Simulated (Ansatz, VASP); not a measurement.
# Two plane-wave programs on Zn2C

File POSCAR:

```
Zn2C
1.0
    0.0000000000      2.5779490272      2.5779490272
    2.5779490272      0.0000000000      2.5779490272
    2.5779490272      2.5779490272      0.0000000000
C Zn
1 2
Direct
    0.0000000000      0.0000000000      0.0000000000
    0.2500000000      0.2500000000      0.2500000000
    0.7500000000      0.7500000000      0.7500000000
```

File INCAR.step1:

```
PREC = Accurate
ENCUT = 520
ISMEAR = 1
SIGMA = 0.2
LREAL = F
LASPH = T
NELM = 100
NBANDS = 21
GGA = PE
ALGO = Normal
EDIFF = 1E-4
LWAVE = T
LCHARG = F
```

The input INCAR.step2:

```
PREC = Accurate
ENCUT = 520
EDIFF = 1E-7
ISMEAR = 1
SIGMA = 0.2
LREAL = F
LASPH = T
NELM = 100
ALGO = Normal
ISIF = 2
LWAVE = F
LCHARG = F
METAGGA = R2SCAN
LMIXTAU = T
NBANDS = 21
ISTART = 1
```

KPOINTS

```
regular mesh
0
Gamma
  6 6 6
```

Input for Ansatz:

```yaml
crystal:
  lattice:
    - [0.0, 2.5779490272, 2.5779490272]
    - [2.5779490272, 0.0, 2.5779490272]
    - [2.5779490272, 2.5779490272, 0.0]
  atoms:
    - { symbol: C, position: [0.0, 0.0, 0.0] }
    - { symbol: Zn, position: [0.25, 0.25, 0.25] }
    - { symbol: Zn, position: [0.75, 0.75, 0.75] }
kpoints:
  mp_grid: { grid: [6, 6, 6] }
hamiltonian:
  xc: r2scan
scf:
  occupations: { method: cold, width: 0.2 }
  n_extra_bands: 4
output:
  forces: true
  stress: true
  eigenvalues: true
```

Alike in both runs: task single point; functional r2SCAN; k mesh 6 × 6 × 6; no spin polarisation.

```csv
,VASP,Ansatz
version,VASP 6.6.1,Ansatz 0.2.0
potentials or method,"VASP PAW PBE potentials, release 64 (C, Zn)",plane waves
plane-wave cutoff (eV),520,500
occupations,"methfessel-paxton of order 1, width 0.2 eV","cold, width 0.2 eV"
valence electrons in the cell,28,28
```

|  | VASP | Ansatz | Ansatz less VASP |
| --- | --- | --- | --- |
| pressure (GPa) | 0.6 | -0.1 | -0.68 |

VASP's potentials were made for PBE, not for r2SCAN.
